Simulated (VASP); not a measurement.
# Pt (P6_3/mmc) in VASP: electric field gradients with PBE

Aim: the electric field gradients of Pt with PBE.

All numbers are computed with VASP 6.6.1; they aren't measurements. Logs are shortened: lines on timing, memory, paths and dates and some standing lists are left out, and cuts for length are marked.

## Step 1: The cell of the first run

It takes space group P6_3/mmc (No. 194, hexagonal). The conventional cell has a = 2.761 Å, b = 2.761 Å, c = 4.792 Å, α = 90.00°, β = 90.00°, γ = 120.00°. Pt (site symmetry -6m2) has 12 Pt at 2.76 to 2.88 Å within 3.6 Å.

This isn't the form of Pt at room conditions, which is fcc.

## Step 2: Electric field gradients, PBE, non-collinear spin, typed start, spin-orbit coupling

Input file INCAR:

```
PREC = Accurate ; ENCUT = 430
EDIFF = 1E-8 ; ISMEAR = -1
SIGMA = 0.01 ; LREAL = F
LASPH = T ; NELM = 200
ALGO = Normal ; ISIF = 2
LWAVE = F ; LCHARG = F
MAGMOM = 0.5 0 0 -0.5 0 0 ; LORBIT = 11
LSORBIT = T ; GGA_COMPAT = F
LORBMOM = T ; LMAXMIX = 4
GGA = PE ; LEFG = T
NBANDS = 48
```

Input file KPOINTS:

```
regular mesh
0
Gamma
  11 11 6
```

Input file POSCAR:

```
Pt
1.0
    2.7606656200      0.0000000000      0.0000000000
   -1.3803328100      2.3908065583      0.0000000000
    0.0000000000      0.0000000000      4.7921340000
Pt
2
Direct
    0.3333333333      0.6666666667      0.2500000000
    0.6666666667      0.3333333333      0.7500000000
```

Potentials or basis: VASP PAW PBE potentials, release 64 (Pt_sv_GW).

On the command line:

```
cat potpaw_PBE.64/Pt_sv_GW/POTCAR > POTCAR
mpirun -np 1 vasp_ncl > vasp.out
```

OUTCAR:

```text
PREC = Accurate
   ENCUT = 430
   EDIFF = 1E-8
   ISMEAR = -1
   LREAL = F
   LASPH = T
   NELM = 200
   ISIF = 2
   LORBIT = 11
   LSORBIT = T
   GGA = PE

 ion  position               nearest neighbor table
   1  0.333  0.667  0.250-   2 2.88   2 2.88   2 2.88   2 2.88   2 2.88   2 2.88
   2  0.667  0.333  0.750-   1 2.88   1 2.88   1 2.88   1 2.88   1 2.88   1 2.88

  LATTYP: Found a hexagonal cell.
 ALAT       =     2.7606656200
 C/A-ratio  =     1.7358618028

  Lattice vectors:

 A1 = (   2.7606656200,   0.0000000000,   0.0000000000)
 A2 = (  -1.3803328100,   2.3908065583,   0.0000000000)
 A3 = (   0.0000000000,   0.0000000000,   4.7921340000)

Analysis of symmetry for initial positions (statically):
=====================================================================
 Subroutine PRICEL returns:
 Original cell was already a primitive cell.

 Routine SETGRP: Setting up the symmetry group for a
 hexagonal supercell.

 Subroutine GETGRP returns: Found 24 space group operations
 (whereof 12 operations were pure point group operations)
 out of a pool of 24 trial point group operations.

The static configuration has the point symmetry D_3d.
 The point group associated with its full space group is D_6h.

Analysis of symmetry for dynamics (positions and initial velocities):
=====================================================================
 Subroutine PRICEL returns:
 Original cell was already a primitive cell.

 Routine SETGRP: Setting up the symmetry group for a
 hexagonal supercell.

 Subroutine GETGRP returns: Found 24 space group operations
 (whereof 12 operations were pure point group operations)
 out of a pool of 24 trial point group operations.

The dynamic configuration has the point symmetry D_3d.
 The point group associated with its full space group is D_6h.

Analysis of structural, dynamic, and magnetic symmetry:
=====================================================================
 Subroutine PRICEL returns:
 Original cell was already a primitive cell.

 Routine SETGRP: Setting up the symmetry group for a
 hexagonal supercell.

 Subroutine GETGRP returns: Found  4 space group operations
 (whereof  2 operations were pure point group operations)
 out of a pool of 24 trial point group operations.

The overall configuration has the point symmetry C_1h.
 The point group associated with its full space group is C_2v.

 Subroutine INISYM returns: Found  4 space group operations
 (whereof  2 operations are pure point group operations),
 and found     1 'primitive' translations

----------------------------------------------------------------------------------------

                                     Primitive cell

  volume of cell :      31.6291

  direct lattice vectors                    reciprocal lattice vectors
     2.760665620  0.000000000  0.000000000     0.362231482  0.209134444  0.000000000
    -1.380332810  2.390806558  0.000000000     0.000000000  0.418268888  0.000000000
     0.000000000  0.000000000  4.792134000     0.000000000  0.000000000  0.208675300

  length of vectors
     2.760665620  2.760665620  4.792134000     0.418268888  0.418268888  0.208675300

  position of ions in fractional coordinates (direct lattice)
     0.333333333  0.666666667  0.250000000
     0.666666667  0.333333333  0.750000000

  ion indices of the primitive-cell ions
   primitive index   ion index
                 1           1
                 2           2

----------------------------------------------------------------------------------------

 KPOINTS: regular mesh

Automatic generation of k-mesh.
 Grid dimensions read from file:
 generate k-points for:   11   11    6

 Generating k-lattice:

  Cartesian coordinates                     Fractional coordinates (reciprocal lattice)
     0.032930135  0.019012222  0.000000000     0.090909091  0.000000000  0.000000000
     0.000000000  0.038024444  0.000000000     0.000000000  0.090909091  0.000000000
     0.000000000  0.000000000  0.034779217     0.000000000  0.000000000  0.166666667

  Length of vectors
     0.038024444  0.038024444  0.034779217

  Shift w.r.t. Gamma in fractional coordinates (k-lattice)
     0.000000000  0.000000000  0.000000000

 Subroutine IBZKPT returns following result:
 ===========================================

 Found    216 irreducible k-points:
[... 97 lines left out ...]

 E-fermi :   9.9779     XC(G=0): -13.7737

 val. band max:        9.9770743502   @ k =   0.0000   0.0000  -0.1667
 cond. band min:       9.9812807495   @ k =  -0.0909   0.3636   0.0000
 fundamental gap:      0.0042063993
 Fermi energy:         9.9778824719

 k-point     1 :       0.0000    0.0000    0.0000
  band No.  band energies     occupation
      1     -88.5154      1.00000
      2     -88.5154      1.00000
      3     -88.4969      1.00000
      4     -88.4969      1.00000
      5     -51.9032      1.00000
      6     -51.9032      1.00000
[... 1213 lines left out ...]
     47      21.8466      0.00000
     48      21.8466      0.00000

 [... further k-points ...]

------------------------ aborting loop because EDIFF is reached ----------------------------------------

  FORCE on cell =-STRESS in cart. coord.  units (eV):
  Direction    XX          YY          ZZ          XY          YZ          ZX
  --------------------------------------------------------------------------------------
  -------------------------------------------------------------------------------------
  Total       -0.2693332     -0.2693346     -0.5966902      0.0000000      0.0000000      0.0000000
  in kB      -13.6431043    -13.6431759    -30.2254167      0.0000000      0.0000000      0.0000000
  external PRESSURE =     -19.1705656 kB  Pullay stress =       0.0000000 kB

 VOLUME and BASIS-vectors are now :
 -----------------------------------------------------------------------------
  energy-cutoff  :      430.00
  volume of cell :       31.63
      direct lattice vectors                 reciprocal lattice vectors
     2.760665620  0.000000000  0.000000000     0.362231482  0.209134444  0.000000000
    -1.380332810  2.390806558  0.000000000     0.000000000  0.418268888  0.000000000
     0.000000000  0.000000000  4.792134000     0.000000000  0.000000000  0.208675300

 POSITION                                       TOTAL-FORCE (eV/Angst)
 -----------------------------------------------------------------------------------
     -0.00000      1.59387      1.19803        -0.000000     -0.000000      0.000000
      1.38033      0.79694      3.59410         0.000000      0.000000      0.000000
 -----------------------------------------------------------------------------------
    total drift:                               -0.000001      0.000000     -0.000000

  FREE ENERGIE OF THE ION-ELECTRON SYSTEM (eV)
  ---------------------------------------------------
  free  energy   TOTEN  =       -16.4664512612 eV

  energy  without entropy=      -16.4644855927  energy(sigma->0) =      -16.46546843

 Electric field gradients (V/A^2)
---------------------------------------------------------------------
 ion       V_xx      V_yy      V_zz      V_xy      V_xz      V_yz
---------------------------------------------------------------------
   1      11.185    11.185   -22.370     0.000    -0.000    -0.000
   2      11.185    11.185   -22.370     0.000     0.000     0.000
---------------------------------------------------------------------

 Electric field gradients after diagonalization (V/A^2)
 (convention: |V_zz| > |V_xx| > |V_yy|)
----------------------------------------------------------------------
 ion       V_xx      V_yy      V_zz     asymmetry (V_yy - V_xx)/ V_zz
----------------------------------------------------------------------
   1      11.186    11.185   -22.370       0.000
   2      11.186    11.185   -22.370       0.000
----------------------------------------------------------------------

           NMR quadrupolar parameters

 Cq : quadrupolar parameter    Cq=e*Q*V_zz/h
 eta: asymmetry parameters     (V_yy - V_xx)/ V_zz
 Q  : nuclear electric quadrupole moment in mb (millibarn)
----------------------------------------------------------------------
 ion       Cq(MHz)       eta       Q (mb)
----------------------------------------------------------------------
   1      -0.054       0.000       1.000
   2      -0.054       0.000       1.000
----------------------------------------------------------------------

 orbital moment (x)

 # of ion     p       d       f       tot
 ------------------------------------------------
  1        -0.000   0.000   0.000   0.000
  2         0.000  -0.000  -0.000  -0.000
 ------------------------------------------------
            0.000   0.000   0.000  -0.000

 orbital moment (y)

 # of ion     p       d       f       tot
 ------------------------------------------------
  1        -0.000   0.000   0.000   0.000
  2         0.000  -0.000  -0.000  -0.000
 ------------------------------------------------
            0.000   0.000   0.000   0.000

 orbital moment (z)

 # of ion     p       d       f       tot
 ------------------------------------------------
  1         0.000   0.000   0.000   0.000
  2         0.000   0.000   0.000   0.000
 ------------------------------------------------
            0.000   0.000   0.000   0.000

 Spin-Orbit-Coupling matrix elements

 Ion:    1  E_soc:     -4.4482994
 l=   1
     0.0000000    -0.6365683    -0.6377423
    -0.6365683     0.0000000    -0.6365683
    -0.6377423    -0.6365683     0.0000000
 l=   2
     0.0000000    -0.0222018     0.0000000    -0.0222018    -0.0804019
    -0.0222018     0.0000000    -0.0618263    -0.0203811    -0.0222018
     0.0000000    -0.0618263     0.0000000    -0.0618263     0.0000000
    -0.0222018    -0.0203811    -0.0618263     0.0000000    -0.0222018
    -0.0804019    -0.0222018     0.0000000    -0.0222018     0.0000000
 l=   3
     0.0000000    -0.0000001     0.0000000     0.0000000     0.0000000    -0.0000001    -0.0000074
    -0.0000001     0.0000000    -0.0000020     0.0000000    -0.0000020    -0.0000013    -0.0000008
     0.0000000    -0.0000020     0.0000000    -0.0000043    -0.0000006    -0.0000020     0.0000000
     0.0000000     0.0000000    -0.0000043     0.0000000    -0.0000043     0.0000000     0.0000000
     0.0000000    -0.0000020    -0.0000006    -0.0000043     0.0000000    -0.0000020     0.0000000
    -0.0000001    -0.0000013    -0.0000020     0.0000000    -0.0000020     0.0000000    -0.0000008
    -0.0000074    -0.0000008     0.0000000     0.0000000     0.0000000    -0.0000008     0.0000000

 Ion:    2  E_soc:     -4.4482994
 l=   1
     0.0000000    -0.6365683    -0.6377423
    -0.6365683     0.0000000    -0.6365683
    -0.6377423    -0.6365683     0.0000000
 l=   2
     0.0000000    -0.0222018     0.0000000    -0.0222018    -0.0804019
    -0.0222018     0.0000000    -0.0618263    -0.0203811    -0.0222018
     0.0000000    -0.0618263     0.0000000    -0.0618263     0.0000000
    -0.0222018    -0.0203811    -0.0618263     0.0000000    -0.0222018
    -0.0804019    -0.0222018     0.0000000    -0.0222018     0.0000000
 l=   3
     0.0000000    -0.0000001     0.0000000     0.0000000     0.0000000    -0.0000001    -0.0000074
    -0.0000001     0.0000000    -0.0000020     0.0000000    -0.0000020    -0.0000013    -0.0000008
     0.0000000    -0.0000020     0.0000000    -0.0000043    -0.0000006    -0.0000020     0.0000000
     0.0000000     0.0000000    -0.0000043     0.0000000    -0.0000043     0.0000000     0.0000000
     0.0000000    -0.0000020    -0.0000006    -0.0000043     0.0000000    -0.0000020     0.0000000
    -0.0000001    -0.0000013    -0.0000020     0.0000000    -0.0000020     0.0000000    -0.0000008
    -0.0000074    -0.0000008     0.0000000     0.0000000     0.0000000    -0.0000008     0.0000000

 total charge

# of ion       s       p       d       f       tot
--------------------------------------------------
    1        4.383   6.094   7.478   0.019  17.975
    2        4.383   6.094   7.478   0.019  17.975
--------------------------------------------------
tot          8.766  12.188  14.956   0.039  35.949

 magnetization (x)

# of ion       s       p       d       f       tot
--------------------------------------------------
    1        0.000  -0.000  -0.000  -0.000   0.000
    2       -0.000   0.000   0.000   0.000  -0.000
--------------------------------------------------
tot         -0.000  -0.000  -0.000  -0.000  -0.000

 magnetization (y)

# of ion       s       p       d       f       tot
--------------------------------------------------
    1        0.000   0.000   0.000   0.000   0.000
    2        0.000   0.000   0.000   0.000   0.000
--------------------------------------------------
tot          0.000   0.000   0.000   0.000   0.000

 magnetization (z)

# of ion       s       p       d       f       tot
--------------------------------------------------
    1        0.000   0.000   0.000   0.000   0.000
    2        0.000   0.000   0.000   0.000   0.000
--------------------------------------------------
tot          0.000   0.000   0.000   0.000   0.000
```

Wall time 5.8 min (1 thread of Intel Xeon Platinum 8488C (Sapphire Rapids), shared host); peak memory 0.45 GiB.

What came out:

```yaml
Free_energy: -16.4665 eV
Pressure: -1.9 GPa
Net_moment: 0.00 μB per cell
Largest_electric_field_gradient_by_atom: Pt -22.4 V/Å²
Valence_electrons_inside_the_program's_atomic_spheres: Pt 17.98
```

Moments on the atoms (μB; x, y, z):
```
Pt  0.00 0.00 0.00
Pt  0.00 0.00 0.00
```

Electric field gradients, principal values (V/Å²):
```
atom   least  middle  greatest (by size)
1 Pt  11.185  11.186             -22.370
2 Pt  11.185  11.186             -22.370
```

Caveat: without QUAD_EFG the Cq values of the log hold for a quadrupole moment of 1 mb, not for the nuclei.
